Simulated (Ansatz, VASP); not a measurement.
TaN in VASP and in Ansatz

```
CELL_PARAMETERS angstrom
2.98022 0.00000 0.00000
-1.49011 2.58095 0.00000
0.00000 0.00000 6.00693
ATOMIC_POSITIONS crystal
Ta 0.33333 0.66667 0.03049
Ta 0.66667 0.33333 0.53049
N 0.33333 0.66667 0.35451
N 0.66667 0.33333 0.85451
```

Alike in both runs: task single point; functional PBE; k mesh 18 × 18 × 8; occupations gaussian, width 0.15 eV; no spin polarisation.

```csv
,VASP,Ansatz
version,VASP 6.6.1,Ansatz 0.2.0
potentials or method,"VASP PAW PBE potentials, release 64 (Ta_pv, N), cutoff 520 eV","scalar-relativistic, plane waves, PAW"
valence electrons in the cell,32,36
```

```tsv
	VASP	Ansatz	Ansatz less VASP
gap on the k mesh at the Fermi level (eV)	none	none	-
rms of the force components (eV/Å)	0.567	0.569	+0.0022
```

Atom by atom the forces differ by 0.002 eV/Å (rms over components). A gap of «none» marks a metal or a gap that the smearing closes. VASP's potentials hold 32 valence electrons a cell and Ansatz's 36, so a difference there can come from the potentials and not from the codes.

Spin-orbit coupling is off throughout.
